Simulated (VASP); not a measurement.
A run of VASP 6.6.1 is set up as follows.

The input INCAR:

```
SYSTEM = Ga6N7
  PREC = Accurate
  ENCUT = 520
  EDIFF = 1E-7
  ISMEAR = 0
  SIGMA = 0.02
  LREAL = .FALSE.
  LASPH = .TRUE.
  NELM = 150
  ALGO = Normal
  ISIF = 2
  LWAVE = .FALSE.
  LCHARG = .FALSE.
  ISPIN = 2
  MAGMOM = 0 0 0 0 0 0 0.17 0.17 0.17 0.19 0.19 0.19 1.59
  LORBIT = 11
  GGA = PE
  NBANDS = 72
```

Contents of KPOINTS:

```
Automatic mesh
0
G
  3 3 3
  0 0 0
```

Contents of POSCAR:

```
Ga6N7
1.0
    0.0000000000      0.0000000000      5.2431684095
    4.8275562239     -2.7871908853      0.0000000000
   -0.0000000001      5.5743817708      0.0000000000
Ga N
6 7
Direct
    0.4991523818      0.3276993424      0.3554002402
    0.4189842531      0.0073494742      0.7000000266
    0.4981156042      0.6611212489      1.0218966611
    1.0158142146     -0.0114333210      0.3105772484
    1.0159698457      0.6176514290      0.6811462848
    0.9817823114      0.3842184149      1.0767389660
    0.8659048586      0.3209588720      0.3656076541
    0.9832163679     -0.0739680665      0.6185164599
    0.8649243446      0.6746322257      1.0154698805
    0.3809890974     -0.0039427816      0.3402064647
    0.3824117105      0.6480566678      0.6899298964
    0.3479073830      0.3534208450      1.0481152168
   -0.2074169500      0.0941544705     -0.2236923428
```

Potentials or basis: VASP PAW PBE potentials, release 64 (Ga_d, N).

Command:

```bash
$ cat potpaw_PBE.64/Ga_d/POTCAR potpaw_PBE.64/N/POTCAR > POTCAR
$ mpirun -np 1 vasp_std > vasp.out
```

**Question.** Estimate the net moment.

**Answer.** 1.00 μB per cell.

**Question.** Predict the largest force.

**Answer.** 0.718 eV/Å.

**Question.** Estimate the pressure.

**Answer.** 15.7 GPa.

**Question.** Predict the band gap on the k mesh.

**Answer.** Zero (filled and empty bands overlap).

Stress tensor (GPa, compression positive):
```
19.75  3.92 -2.86
 3.92 14.91 -1.65
-2.86 -1.65 12.32
```

Caveat: the k points lie up to 0.43 Å⁻¹ apart.
